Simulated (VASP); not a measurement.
Write the native input for VASP 6.6.1 that does the following.

| Item | Value |
| --- | --- |
| Task | single point |
| Functional | PBE |
| Potentials or basis | VASP PAW PBE potentials, release 64 (Sn_d, Ge_d) |
| Cutoff | 520 eV |
| k mesh | 6 × 6 × 6 |
| Occupations | gaussian, width 0.1 eV |
| Spin | no spin polarisation |
| Dipole correction | no |
| Further INCAR settings | ALGO = Normal; EDIFF = 1e-06; NBANDS = 66 |

The structure of SnGe7 lies in POSCAR:

```
SnGe7
1.0
    5.2636745268      0.0000000000      0.0000000000
    0.0000000000      5.2636745268      0.0000000000
    0.0000000000      0.0000000000      5.9859857655
Sn Ge
1 7
Direct
    0.0000000000      0.0000000000      0.0000000000
    0.0000000000      0.0000000000      0.5000000000
    0.0000000000      0.5000000000      0.6380922346
    0.5000000000      0.5000000000      0.7731765024
    0.5000000000      0.0000000000      0.8082770975
    0.0000000000      0.5000000000      0.1917229025
    0.5000000000      0.5000000000      0.2268234976
    0.5000000000      0.0000000000      0.3619077654
```

These files were run (other wordings do the same):

INCAR

```
SYSTEM = SnGe7
ALGO = Normal ; EDIFF = 1E-6
ENCUT = 520 ; GGA = PE
ISIF = 2 ; ISMEAR = 0
LASPH = .True. ; LCHARG = .True.
LELF = .True. ; LREAL = .False.
LVHAR = .True. ; LWAVE = .False.
NBANDS = 66 ; NELM = 60
PREC = Accurate ; SIGMA = 0.1
```

KPOINTS

```
k-points
0
Gamma
  6 6 6
  0 0 0
```

Potentials or basis: VASP PAW PBE potentials, release 64 (Sn_d, Ge_d).

Command:

```bash
$ cat potpaw_PBE.64/Sn_d/POTCAR potpaw_PBE.64/Ge_d/POTCAR > POTCAR
$ mpirun -np 1 vasp_std > vasp.out
```

It gave:

| Quantity | Value |
| --- | --- |
| Pressure | 0.0 GPa |
| Band gap on the k mesh | zero (bands 56 and 57 overlap by 1.87 eV) |

Caveat: spin-orbit coupling is left out, which moves the levels of the heavy elements.

Wall time 3.6 min on 1 thread of Intel(R) Xeon(R) 6975P-C (Granite Rapids), with other jobs on the host, peak memory 0.45 GiB.
